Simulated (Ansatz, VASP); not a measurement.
## AgCl in VASP and in Ansatz

```
CELL_PARAMETERS angstrom
0.00000 2.77318 2.77318
2.77318 0.00000 2.77318
2.77318 2.77318 0.00000
ATOMIC_POSITIONS crystal
Ag 0.00000 0.00000 0.00000
Cl 0.50000 0.50000 0.50000
```

Alike in both runs: task single point; functional HSE06; k mesh 6 × 6 × 6; no spin polarisation.

|  | VASP | Ansatz |
| --- | --- | --- |
| version | VASP 6.6.1 | Ansatz 0.2.0 |
| potentials or method | VASP PAW PBE potentials, release 64 (Ag, Cl) | plane waves, PAW |
| plane-wave cutoff (eV) | 520 | 420 |
| occupations | gaussian, width 0.01 eV | fixed |
| valence electrons in the cell | 18 | 26 |

Ansatz gave:

* gap on the k mesh at the Fermi level (eV): 2.41
* pressure (GPa): 1.4

Task: Estimate VASP's values.

Result: gap on the k mesh at the Fermi level (eV): 2.39; pressure (GPa): 1.2.

VASP's potentials hold 18 valence electrons a cell and Ansatz's 26, so a difference there can come from the potentials and not from the codes. Ansatz's warnings: stress exchange threshold loose, stress scf threshold loose.
